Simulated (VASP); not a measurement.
HfB, 2 atoms in the cell. The structure is cubic, space group Fm-3m (No. 225). The conventional cell has a = 4.834 Å, b = 4.834 Å, c = 4.834 Å, α = 90.00°, β = 90.00°, γ = 90.00°. Hf (site symmetry m-3m) has 6 B at 2.42 Å within 3.2 Å. Within 3.2 Å of B (site symmetry m-3m) lie 6 Hf at 2.42 Å. 

| Item | Value |
| --- | --- |
| Program | VASP 6.6.1 |
| Task | single point |
| Functional | PBE-based screened hybrid with 25 % exact exchange |
| Potentials or basis | VASP PAW PBE potentials, release 64 (Hf_pv, B) |
| Cutoff | 520 eV |
| k mesh | 5 × 5 × 5 |
| Occupations | fermi-dirac, width 0.05 eV |
| Spin | no spin polarisation |
| Dipole correction | no |
| Grid for exact exchange (PRECFOCK) | Normal |
| Share of exact exchange | 0.25 |
| Further INCAR settings | ALGO = Normal; EDIFF = 1e-07; NBANDS = 14 |
| Screening parameter | 0.3 1/Å |

Potentials or basis: VASP PAW PBE potentials, release 64 (Hf_pv, B).

Command:

```console
$ cat potpaw_PBE.64/Hf_pv/POTCAR potpaw_PBE.64/B/POTCAR > POTCAR
$ cp INCAR.step1 INCAR
$ mpirun -np 1 vasp_std > vasp.out
$ cp INCAR.step2 INCAR
$ mpirun -np 1 vasp_std > vasp.out
```

Hardware: 1 thread of Intel(R) Xeon(R) Platinum 8488C (Sapphire Rapids) (shared host).

Problem. Estimate the wall time of this run.

Solution. It took 6 min on 1 thread of Intel(R) Xeon(R) Platinum 8488C (Sapphire Rapids) (shared host), peak memory 0.27 GiB. Counts: k points 10.
